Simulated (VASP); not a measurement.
Wanted: the native input for a VASP 6.6.1 run.

```yaml
Task: single point
Functional: PBE
Potentials_or_basis: VASP PAW PBE potentials, release 64 (Sn_d, O, H)
Cutoff: 520 eV
k_mesh: 3 × 3 × 3
Occupations: gaussian, width 0.02 eV
Spin: no spin polarisation
Dipole_correction: no
Further_INCAR_settings: ALGO = Normal; EDIFF = 1e-06; NBANDS = 64
```

The structure of Sn4HO8 (a cell with a defect) lies in POSCAR:

```
Sn4HO8
1.0
   -4.8265176449      0.0000000000      3.2381666583
    4.8265176449      0.0000000000      3.2381666583
    0.0000000000      4.8283676020     -3.2381666583
Sn O H
4 8 1
Direct
    0.2286862592      0.7563522054      0.4823725516
    0.7601928693      0.2450867031      0.5026139681
    0.0091000134      0.0068812294      0.0021255631
    0.4979132225      0.4956873941      0.0021321906
   -0.0381032993      0.3032991613      0.2669653817
    0.4663334896      0.8077328423      0.2669680742
    0.9299775697      0.7809245561      0.2082351807
    0.4539655788      0.3072504828      0.2585557072
    0.5398659265      0.6837220254      0.7209260535
    0.0610074618      0.2222270112      0.7805671214
    1.0328651996      0.6984081192      0.7223366751
    0.5265962902      0.1921354804      0.7223393676
    0.5138318940      0.5343207862      0.5454913994
```

One way to write it, as run:

INCAR

```
SYSTEM = Sn4HO8
ALGO = Normal
EDIFF = 1E-6
ENCUT = 520
GGA = PE
ISIF = 2
ISMEAR = 0
LASPH = .True.
LCHARG = .False.
LREAL = .False.
LWAVE = .False.
NBANDS = 64
NELM = 60
PREC = Accurate
SIGMA = 0.02
```

KPOINTS

```
k-points
0
Gamma
  3 3 3
  0 0 0
```

Potentials or basis: VASP PAW PBE potentials, release 64 (Sn_d, O, H).

Run with:

```bash
$ cat potpaw_PBE.64/Sn_d/POTCAR potpaw_PBE.64/O/POTCAR potpaw_PBE.64/H/POTCAR > POTCAR
$ mpirun -np 1 vasp_std > vasp.out
```

Results of the run:

* Pressure: 9.3 GPa
* Largest force: 0.152 eV/Å
* Band gap on the k mesh: zero (an odd number of electrons rules out a gap without spin polarisation)

Caveat: the k points lie up to 0.45 Å⁻¹ apart, too coarse for converged energies and pressures of a metal; spin-orbit coupling is left out, which moves the levels of the heavy elements; an odd number of electrons without spin polarisation forces a metal; a magnetic or distorted state may lie lower.

Run time: 82 s on 1 thread of Intel(R) Xeon(R) 6975P-C (Granite Rapids), on a shared host, peak memory 0.35 GiB.
